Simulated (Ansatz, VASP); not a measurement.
# Two plane-wave programs on CsSnI3

POSCAR

```
CsSnI3
1.0
    6.0542459837      0.0000000000      0.0000000000
    0.0000000000      6.0542459837      0.0000000000
    0.0000000000      0.0000000000      6.2920492926
Cs Sn I
1 1 3
Direct
    0.0000000000      0.0000000000      0.0000000000
    0.5000000000      0.5000000000      0.5000000000
    0.5000000000      0.5000000000      0.0000000000
    0.5000000000      0.0000000000      0.5000000000
    0.0000000000      0.5000000000      0.5000000000
```

The input INCAR.step1:

```
PREC = Accurate ; ENCUT = 520
EDIFF = 1E-5 ; ISMEAR = -1
SIGMA = 0.02 ; LREAL = False
LASPH = True ; NELM = 100
ALGO = Normal ; ISIF = 2
LWAVE = True ; LCHARG = False
GGA = PE ; NBANDS = 30
```

Contents of INCAR.step2:

```
PREC = Accurate ; ENCUT = 520
EDIFF = 1E-6 ; ISMEAR = -1
SIGMA = 0.02 ; LREAL = False
LASPH = True ; NELM = 100
ALGO = Normal ; ISIF = 2
LWAVE = False ; LCHARG = False
GGA = PE ; LHFCALC = True
HFSCREEN = 0.2079 ; PRECFOCK = Fast
ISTART = 1 ; NBANDS = 30
```

Contents of KPOINTS:

```
regular mesh
0
Gamma
  2 2 2
```

Input for Ansatz:

```yaml
crystal:
  lattice:
    - [6.0542459837, 0.0, 0.0]
    - [0.0, 6.0542459837, 0.0]
    - [0.0, 0.0, 6.2920492926]
  atoms:
    - { symbol: Cs, position: [0.0, 0.0, 0.0] }
    - { symbol: Sn, position: [0.5, 0.5, 0.5] }
    - { symbol: I, position: [0.5, 0.5, 0.0] }
    - { symbol: I, position: [0.5, 0.0, 0.5] }
    - { symbol: I, position: [0.0, 0.5, 0.5] }
kpoints:
  mp_grid: { grid: [2, 2, 2] }
  band_path:
    path:
      - [0.0, 0.0, 0.0]
      - [0.0, 0.5, 0.0]
      - [0.5, 0.5, 0.0]
      - [0.5, 0.5, 0.5]
      - [0.484782, 0.499919, -0.5]
      - [0.487061, 0.492106, -0.5]
    npoints: 1
hamiltonian:
  xc: hse06
scf:
  occupations: { method: fermi_dirac, width: 0.02 }
  n_extra_bands: 5
output:
  forces: true
  stress: true
  eigenvalues: true
```

Change from the starting cell: epitaxial_xy strain -3.0%.

Alike in both runs: task single point; functional HSE06; k mesh 2 × 2 × 2; occupations fermi-dirac, width 0.02 eV; no spin polarisation.

|  | VASP | Ansatz |
| --- | --- | --- |
| version | VASP 6.6.1 | Ansatz 0.2.0 |
| potentials or method | VASP PAW PBE potentials, release 64 (Cs_sv, Sn_d, I) | plane waves, PAW |
| plane-wave cutoff (eV) | 520 | 420 |
| valence electrons in the cell | 44 | 74 |

|  | VASP | Ansatz | Ansatz less VASP |
| --- | --- | --- | --- |
| pressure (GPa) | 2.7 | 2.7 | +0.04 |
| traceless stress, the component that is largest in VASP (GPa) | -1.27 | -1.28 | -0.015 |

The functional is the same, so the differences come from potentials, cutoffs and numerics. VASP's potentials hold 44 valence electrons a cell and Ansatz's 74, so a difference there can come from the potentials and not from the codes. Ansatz's warnings: stress exchange threshold loose, stress scf threshold loose.

The k mesh is coarse, so the values compare programs but aren't converged. Neither program's run includes spin-orbit coupling.
